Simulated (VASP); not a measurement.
# Ru (Cmcm) in VASP: a series of runs

Runs on Ru. Level: PBEsol. Tasks: single point.

All numbers are computed with VASP 6.6.1; they aren't measurements. Logs are shortened: lines on timing, memory, paths and dates and some standing lists are left out, and cuts for length are marked.

## 1. The cell of the first run

The structure is orthorhombic, space group Cmcm (No. 63). The conventional cell has a = 2.654 Å, b = 4.597 Å, c = 4.252 Å, α = 90.00°, β = 90.00°, γ = 90.00°. Ru (site symmetry m2m) has 12 Ru at 2.57 to 2.73 Å within 3.4 Å.

## 2. Single point, PBEsol (atoms displaced along a vibrational mode, the cell strained)

INCAR reads:

```
ALGO = Fast
EDIFF = 1E-6
ENCUT = 520
GGA = PS
ISIF = 2
ISMEAR = 0
LASPH = T
LCHARG = F
LREAL = F
LWAVE = F
NBANDS = 21
NELM = 60
PREC = Accurate
SIGMA = 0.15
```

KPOINTS reads:

```
k-points
0
Gamma
  18 18 10
```

POSCAR reads:

```
Ru
1.0
    2.6539119460      0.0000000000      0.0000000000
   -1.3269559730      2.2983551647      0.0000000000
    0.0000000000      0.0000000000      4.2523798378
Ru
2
Direct
    0.3133061610      0.6266123220      0.2500000000
    0.6866938390      0.3733876780      0.7500000000
```

Potentials or basis: VASP PAW PBE potentials, release 64 (Ru_pv).

Started as:

```console
> cat potpaw_PBE.64/Ru_pv/POTCAR > POTCAR
> mpirun -np 1 vasp_std > vasp.out
```

OUTCAR:

```text
EDIFF = 1E-6
   ENCUT = 520
   GGA = PS
   ISIF = 2
   ISMEAR = 0
   LASPH = T
   LREAL = F
   NELM = 60
   PREC = Accurate

 ion  position               nearest neighbor table
   1  0.313  0.627  0.250-   2 2.57   2 2.57   2 2.57   2 2.57   2 2.73   2 2.73
   2  0.687  0.373  0.750-   1 2.57   1 2.57   1 2.57   1 2.57   1 2.73   1 2.73

  LATTYP: Found a hexagonal cell.
 ALAT       =     2.6539119460
 C/A-ratio  =     1.6023063027

  Lattice vectors:

 A1 = (   2.6539119460,   0.0000000000,   0.0000000000)
 A2 = (  -1.3269559730,   2.2983551647,   0.0000000000)
 A3 = (   0.0000000000,   0.0000000000,   4.2523798378)

Analysis of symmetry for initial positions (statically):
=====================================================================
 Subroutine PRICEL returns:
 Original cell was already a primitive cell.

 Routine SETGRP: Setting up the symmetry group for a
 hexagonal supercell.

 Subroutine GETGRP returns: Found  8 space group operations
 (whereof  4 operations were pure point group operations)
 out of a pool of 24 trial point group operations.

The static configuration has the point symmetry C_2h.
 The point group associated with its full space group is D_2h.

Analysis of symmetry for dynamics (positions and initial velocities):
=====================================================================
 Subroutine PRICEL returns:
 Original cell was already a primitive cell.

 Routine SETGRP: Setting up the symmetry group for a
 hexagonal supercell.

 Subroutine GETGRP returns: Found  8 space group operations
 (whereof  4 operations were pure point group operations)
 out of a pool of 24 trial point group operations.

The dynamic configuration has the point symmetry C_2h.
 The point group associated with its full space group is D_2h.

 Subroutine INISYM returns: Found  8 space group operations
 (whereof  4 operations are pure point group operations),
 and found     1 'primitive' translations

----------------------------------------------------------------------------------------

                                     Primitive cell

  volume of cell :      25.9380

  direct lattice vectors                    reciprocal lattice vectors
     2.653911946  0.000000000  0.000000000     0.376802253  0.217546882  0.000000000
    -1.326955973  2.298355165  0.000000000     0.000000000  0.435093764  0.000000000
     0.000000000  0.000000000  4.252379838     0.000000000  0.000000000  0.235162436

  length of vectors
     2.653911946  2.653911946  4.252379838     0.435093764  0.435093764  0.235162436

  position of ions in fractional coordinates (direct lattice)
     0.313306161  0.626612322  0.250000000
     0.686693839  0.373387678  0.750000000

  ion indices of the primitive-cell ions
   primitive index   ion index
                 1           1
                 2           2

----------------------------------------------------------------------------------------

 KPOINTS: k-points

Automatic generation of k-mesh.
 Grid dimensions read from file:
 generate k-points for:   18   18   10

 Generating k-lattice:

  Cartesian coordinates                     Fractional coordinates (reciprocal lattice)
     0.020933458  0.012085938  0.000000000     0.055555556  0.000000000  0.000000000
     0.000000000  0.024171876  0.000000000     0.000000000  0.055555556  0.000000000
     0.000000000  0.000000000  0.023516244     0.000000000  0.000000000  0.100000000

  Length of vectors
     0.024171876  0.024171876  0.023516244

  Shift w.r.t. Gamma in fractional coordinates (k-lattice)
     0.000000000  0.000000000  0.000000000

 Subroutine IBZKPT returns following result:
 ===========================================

 Found    546 irreducible k-points:

 Following reciprocal coordinates:
            Coordinates               Weight
  0.000000  0.000000  0.000000      1.000000
  0.055556 -0.000000  0.000000      4.000000
  0.000000  0.055556  0.000000      2.000000
  0.111111 -0.000000  0.000000      4.000000
  0.000000  0.111111  0.000000      2.000000
  0.166667 -0.000000  0.000000      4.000000
[... 16 lines left out ...]
 -0.055556  0.166667  0.000000      4.000000
 -0.166667  0.111111  0.000000      4.000000
 [... further k-points ...]
   k-points           NKPTS =    546   k-points in BZ     NKDIM =    546   number of bands    NBANDS=     21
   number of dos      NEDOS =    301   number of ions     NIONS =      2
   total plane-waves  NPLWV =  12800
   dimension x,y,z NGX =    20 NGY =   20 NGZ =   32
   dimension x,y,z NGXF=    40 NGYF=   40 NGZF=   64
   ions per type =               2
   NGX,Y,Z   is equivalent  to a cutoff of  12.53, 12.53, 12.51 a.u.
   NGXF,Y,Z  is equivalent  to a cutoff of  25.06, 25.06, 25.02 a.u.
 SYSTEM =  unknown system
   PREC   = accura    normal or accurate (medium, high low for compatibility)
   ISTART =      0    job   : 0-new  1-cont  2-samecut
   ICHARG =      2    charge: 1-file 2-atom 10-const
   ISPIN  =      1    spin polarized calculation?
   LNONCOLLINEAR =      F non collinear calculations
   LSORBIT =      F    spin-orbit coupling
   LASPH  =      T    aspherical Exc in radial PAW
   ENCUT  =  520.0 eV  38.22 Ry    6.18 a.u.   4.93  4.93  7.91*2*pi/ulx,y,z
   NELM   =     60;   NELMIN=  2; NELMDL= -5     # of ELM steps
   EDIFF  = 0.1E-05   stopping-criterion for ELM
   LREAL  =      F    real-space projection
   EDIFFG = 0.1E-04   stopping-criterion for IOM
   NSW    =      0    number of steps for IOM
   IBRION =     -1    ionic relax: 0-MD 1-quasi-New 2-CG
   NFREE  =      0    steps in history (QN), initial steepest desc. (CG)
   ISIF   =      2    stress and relaxation
   ISYM   =      2    0-nonsym 1-usesym 2-fastsym
   POTIM  = 0.5000    time-step for ionic-motion
   TEBEG  =    0.0;   TEEND  =   0.0 temperature during run
   PSTRESS=    0.0 pullay stress
   NELECT =      28.0000    total number of electrons
   NUPDOWN=      -1.0000    fix difference up-down
   EMIN   =  10.00;   EMAX   =-10.00  energy-range for DOS
   EFERMI =   0.00;   METHOD = LEGACY
   ISMEAR =     0;   SIGMA  =   0.15  broadening in eV -4-tet -1-fermi 0-gaus
   EFERMI_NEDOS =   21; number of points for ismear=-14 and -15
   IALGO  =     68    algorithm
   IMIX   =      4    mixing-type and parameters
     AMIX     =   0.40;   BMIX     =  1.00
     AMIX_MAG =   1.60;   BMIX_MAG =  1.00
  volume/ion in A,a.u.               =      12.97        87.52
  Fermi-wavevector in a.u.,A,eV,Ry     =   1.679380  3.173568 38.372739  2.820317
  Thomas-Fermi vector in A             =   2.763302
   LORBIT       =      0    0 simple, 1 ext, 2 COOP (PROOUT), +10 PAW based schemes
   GGA     = PS    functional components
   LHFCALC =     F    Hartree Fock is set to
   AEXX    =    0.0000 exact exchange contribution
   IVDW    =     0    specifies the selected vdW correction
   LEPSILON=     F    determine dielectric tensor
   LRPA    =     F    only Hartree local field effects (RPA)
 non-spin polarized calculation
 RMM-DIIS sequential band-by-band and
 Gauss-broadening in eV      SIGMA  =   0.15
  energy-cutoff  :      520.00
  volume of cell :       25.94
 maximum number of plane-waves:       732
   NGX =  9   NGY =  9   NGZ = 15

 number of electron      27.9999993 magnetization

 Free energy of the ion-electron system (eV)
  ---------------------------------------------------
  ext. energy  EPLUGINS =         0.00000000
  ---------------------------------------------------
  free energy    TOTEN  =       -20.18754800 eV

  energy without entropy =      -20.16900749  energy(sigma->0) =      -20.17827774

 E-fermi :  13.5879     XC(G=0): -14.5633

 val. band max:       13.5865584771   @ k =   0.2778  -0.0000   0.1000
 cond. band min:      13.5885866429   @ k =   0.4444   0.3889   0.3000
 fundamental gap:      0.0020281658
 Fermi energy:        13.5878517662

 k-point     1 :       0.0000    0.0000    0.0000
  band No.  band energies     occupation
      1     -30.2230      2.00000
      2     -29.1694      2.00000
      3     -29.0424      2.00000
      4     -28.9551      2.00000
      5     -28.9015      2.00000
      6     -28.8839      2.00000
[... 13 lines left out ...]
     20      23.8114      0.00000
     21      24.3074      0.00000

 k-point     2 :       0.0556   -0.0000    0.0000
  band No.  band energies     occupation
      1     -30.2099      2.00000
      2     -29.1919      2.00000
      3     -29.0571      2.00000
      4     -28.9676      2.00000
      5     -28.9215      2.00000
      6     -28.8902      2.00000
[... 13 lines left out ...]
     20      23.8111      0.00000
     21      24.2853      0.00000

 k-point     3 :       0.0000    0.0556    0.0000
  band No.  band energies     occupation
      1     -30.2127      2.00000
      2     -29.1773      2.00000
      3     -29.0729      2.00000
      4     -28.9810      2.00000
      5     -28.9065      2.00000
      6     -28.8869      2.00000
[... 13 lines left out ...]
     20      23.8113      0.00000
     21      24.2892      0.00000

 k-point     4 :       0.1111   -0.0000    0.0000
  band No.  band energies     occupation
      1     -30.1712      2.00000
      2     -29.2606      2.00000
      3     -29.0944      2.00000
      4     -29.0351      2.00000
      5     -28.9479      2.00000
      6     -28.9089      2.00000
[... 13 lines left out ...]
     20      23.8111      0.00000
     21      24.2152      0.00000

 k-point     5 :       0.0000    0.1111    0.0000
  band No.  band energies     occupation
      1     -30.1828      2.00000
      2     -29.2000      2.00000
      3     -29.1608      2.00000
      4     -29.0548      2.00000
      5     -28.9211      2.00000
      6     -28.8958      2.00000
[... 13 lines left out ...]
     20      23.8111      0.00000
     21      24.2285      0.00000
[... 382 lines left out ...]
     20      23.8113      0.00000
     21      24.2340      0.00000

 k-point    22 :       0.1111    0.0556    0.0000
  band No.  band energies     occupation
      1     -30.1420      2.00000
      2     -29.3029      2.00000
      3     -29.1683      2.00000
      4     -29.0978      2.00000
      5     -28.9550      2.00000
      6     -28.9183      2.00000
[... 13 lines left out ...]
     20      23.8111      0.00000
     21      24.1587      0.00000

 k-point    23 :      -0.0556    0.1667    0.0000
  band No.  band energies     occupation
      1     -30.1510      2.00000
      2     -29.2570      2.00000
      3     -29.2167      2.00000
      4     -29.1060      2.00000
      5     -28.9433      2.00000
      6     -28.9082      2.00000
[... 13 lines left out ...]
     20      23.8111      0.00000
     21      24.1645      0.00000

 k-point    24 :      -0.1667    0.1111    0.0000
  band No.  band energies     occupation
      1     -30.1280      2.00000
      2     -29.3349      2.00000
      3     -29.1496      2.00000
      4     -29.0612      2.00000
      5     -28.9797      2.00000
      6     -28.9340      2.00000
[... 13 lines left out ...]
     20      23.8110      0.00000
     21      24.1359      0.00000

 [... further k-points ...]
[... 5 lines left out ...]
  --------------------------------------------------------------------------------------
  -------------------------------------------------------------------------------------
  Total        2.7066589      1.3318064      1.5549720      0.0000000      0.0000000      0.0000000
  in kB      167.1892729     82.2651666     96.0500192      0.0000000      0.0000000      0.0000000
  external PRESSURE =     115.1681529 kB  Pullay stress =       0.0000000 kB

 VOLUME and BASIS-vectors are now :
 -----------------------------------------------------------------------------
  energy-cutoff  :      520.00
  volume of cell :       25.94
      direct lattice vectors                 reciprocal lattice vectors
     2.653911946  0.000000000  0.000000000     0.376802253  0.217546882  0.000000000
    -1.326955973  2.298355165  0.000000000     0.000000000  0.435093764  0.000000000
     0.000000000  0.000000000  4.252379838     0.000000000  0.000000000  0.235162436

 POSITION                                       TOTAL-FORCE (eV/Angst)
 -----------------------------------------------------------------------------------
      0.00000      1.44018      1.06309         0.000000      1.481081      0.000000
      1.32696      0.85818      3.18928        -0.000000     -1.481081      0.000000
 -----------------------------------------------------------------------------------
    total drift:                               -0.000000      0.000000      0.000000

  FREE ENERGIE OF THE ION-ELECTRON SYSTEM (eV)
  ---------------------------------------------------
  free  energy   TOTEN  =       -20.1875479995 eV

  energy  without entropy=      -20.1690074868  energy(sigma->0) =      -20.17827774
```

Wall time 90 s (1 thread of Intel Xeon 6975P-C (Granite Rapids), shared host); peak memory 0.33 GiB.

What came out:

| Property | Result |
| --- | --- |
| Free energy | -20.1875 eV |
| Pressure | 11.5 GPa |
| Largest force | 1.481 eV/Å |
| Band gap on the k mesh | zero (bands 14 and 15 overlap by 3.43 eV) |

Forces in eV/Å, atoms in the order of the input:
```
Ru   0.000  1.481  0.000
Ru   0.000 -1.481  0.000
```

Stress tensor (GPa, compression positive):
```
16.72  0.00  0.00
 0.00  8.23  0.00
 0.00  0.00  9.61
```

Caveat: the cell differs from its parent crystal (atoms displaced along a vibrational mode, the cell strained); the cell stands under pressure; the PAW data sets were made with another functional, which shifts forces and pressure a little.

## 3. Single point, PBEsol (atoms displaced along a vibrational mode, the cell strained)

INCAR reads:

```
SYSTEM = Ru
PREC = Accurate
ENCUT = 520
EDIFF = 1E-6
ISMEAR = 0
SIGMA = 0.15
LREAL = .False.
LASPH = .True.
NELM = 80
ALGO = Fast
ISIF = 2
LWAVE = .False.
LCHARG = .False.
GGA = PS
NBANDS = 21
```

KPOINTS reads:

```
regular mesh
0
Gamma
  18 18 10
  0 0 0
```

POSCAR reads:

```
Ru
1.0
    2.6539119460      0.0000000000      0.0000000000
   -1.3269559730      2.2983551647      0.0000000000
    0.0000000000      0.0000000000      4.2523798378
Ru
2
Direct
    0.3533605057      0.7067210114      0.2500000000
    0.6466394943      0.2932789886      0.7500000000
```

Potentials or basis: VASP PAW PBE potentials, release 64 (Ru_pv).

Started as:

```console
> cat potpaw_PBE.64/Ru_pv/POTCAR > POTCAR
> mpirun -np 1 vasp_std > vasp.out
```

Wall time 88 s (1 thread of Intel Xeon 6975P-C (Granite Rapids), shared host); peak memory 0.33 GiB.

It converged, with:

- Free energy: -20.1956 eV
- Pressure: 11.7 GPa
- Largest force: 1.350 eV/Å
- Band gap on the k mesh: zero (bands 14 and 15 overlap by 3.22 eV)

Forces on the atoms (eV/Å):
```
Ru   0.000 -1.350  0.000
Ru   0.000  1.350  0.000
```

Stress tensor (GPa, compression positive):
```
 8.97  0.00  0.00
 0.00 16.49  0.00
 0.00  0.00  9.64
```

Levels at points of the mesh, in eV from the Fermi level:
```
           k point  band 10  band 11  band 12  band 13  band 14  band 15  band 16  band 17  band 18  band 19
(0.00, 0.00, 0.00)    -2.86    -2.66    -2.29    -1.87    -1.74    -0.78     0.58     1.12     1.79    10.20
(0.50, 0.00, 0.00)    -3.15    -1.89    -1.84    -1.62     1.73     1.83     1.94     4.03     6.71    11.00
(0.00, 0.50, 0.00)    -3.15    -3.02    -2.38    -1.73     1.48     1.90     2.19     4.93     5.85    12.40
(0.00, 0.00, 0.50)    -3.06    -3.03    -3.03    -2.74    -2.74     0.34     0.34     0.75     0.75    10.23
(0.50, 0.00, 0.50)    -5.02    -1.10    -1.10     0.23     0.23     1.89     1.89     3.91     3.91    10.21
(0.00, 0.50, 0.50)    -4.98    -1.05    -1.05     1.20     1.20     1.84     1.84     2.89     2.89    10.22
```

Caveat: the cell differs from its parent crystal (atoms displaced along a vibrational mode, the cell strained); the cell stands under pressure; the PAW data sets were made with another functional, which shifts forces and pressure a little.
